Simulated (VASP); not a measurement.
Wanted: the native input for a VASP 6.6.1 run.

| Item | Value |
| --- | --- |
| Task | single point |
| Functional | PBE |
| Potentials or basis | VASP PAW PBE potentials, release 64 (Ga_d) |
| Cutoff | 520 eV |
| k mesh | 19 × 19 × 19 |
| Occupations | fermi-dirac, width 0.1 eV |
| Spin | no spin polarisation |
| Dipole correction | no |
| Further INCAR settings | ALGO = Normal; EDIFF = 1e-06; NBANDS = 12 |

The structure of Ga lies in POSCAR:

```
Ga
1.0
    2.6472501700      0.0000000000      0.0000000000
    0.0000000000      2.6472501700      0.0000000000
    0.0000000000      0.0000000000      2.6472501700
Ga
1
Direct
    0.0000000000      0.0000000000      0.0000000000
```

This cell differs from its parent crystal: volume scaled by 0.92.

One way to write it, as run:

INCAR

```
PREC     = Accurate       # precision mode
ENCUT    = 520            # plane-wave cutoff, eV
EDIFF    = 1E-6           # SCF threshold, eV
ISMEAR   = -1             # smearing method
SIGMA    = 0.1            # smearing width, eV
LREAL    = F              # projectors in reciprocal space
LASPH    = T              # aspherical terms in the spheres
NELM     = 60             # most SCF steps
ALGO     = Normal         # electronic algorithm
ISIF     = 2              # what is computed and relaxed
LWAVE    = F              # write WAVECAR
LCHARG   = T              # write CHGCAR
GGA      = PE             # functional
LELF     = T              # ELF
LVHAR    = T            
NBANDS   = 12             # bands
```

KPOINTS

```
regular mesh
0
Gamma
  19 19 19
```

Potentials or basis: VASP PAW PBE potentials, release 64 (Ga_d).

The run is started by

```console
$ cat potpaw_PBE.64/Ga_d/POTCAR > POTCAR
$ mpirun -np 1 vasp_std > vasp.out
```

Results of the run:

The pressure is 4.8 GPa.

Wall time 15 s on 1 thread of Intel(R) Xeon(R) Platinum 8488C (Sapphire Rapids) (shared host), peak memory 0.16 GiB.
